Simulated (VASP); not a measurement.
Set up this calculation in VASP 6.6.1, as the native input.

| Item | Value |
| --- | --- |
| Task | relaxation of the atoms |
| Functional | PBE |
| Potentials or basis | VASP PAW PBE potentials, release 64 (Sc_sv, Si) |
| Cutoff | 520 eV |
| k mesh | 7 × 7 × 6 |
| Occupations | fermi-dirac, width 0.05 eV |
| Spin | no spin polarisation |
| Dipole correction | no |
| Further INCAR settings | ALGO = Normal; EDIFF = 1e-06; IBRION = 2; EDIFFG = -0.01; NSW = 60 |

The structure of ScSi2 lies in POSCAR:

```
ScSi2
1.0
    3.6966000000      0.0000000000      0.0000000000
   -1.8483000000      3.2013495077      0.0000000000
    0.0000000000      0.0000000000      3.8700000000
Sc Si
1 2
Direct
    0.0000000000      0.0000000000      0.0000000000
    0.6666666667      0.3333333333      0.5000000000
    0.3333333333      0.6666666667      0.5000000000
```

One way to write it, as run:

INCAR

```
ALGO = Normal ; EDIFF = 1E-6
EDIFFG = -0.01 ; ENCUT = 520
GGA = PE ; IBRION = 2
ISIF = 2 ; ISMEAR = -1
LASPH = True ; LCHARG = False
LREAL = False ; LWAVE = False
NELM = 100 ; NSW = 60
PREC = Accurate ; SIGMA = 0.05
```

KPOINTS

```
k-points
0
Gamma
  7 7 6
```

Potentials or basis: VASP PAW PBE potentials, release 64 (Sc_sv, Si).

Run with:

```sh
$ cat potpaw_PBE.64/Sc_sv/POTCAR potpaw_PBE.64/Si/POTCAR > POTCAR
$ mpirun -np 1 vasp_std > vasp.out
```

Results of the run:

The pressure after relaxing is 20.4 GPa.

Caveat: the relaxation stopped at its first step, so nothing moved.

It took 31 s on 1 thread of Oxide Virtual Turin-like Processor (shared host), peak memory 0.13 GiB.
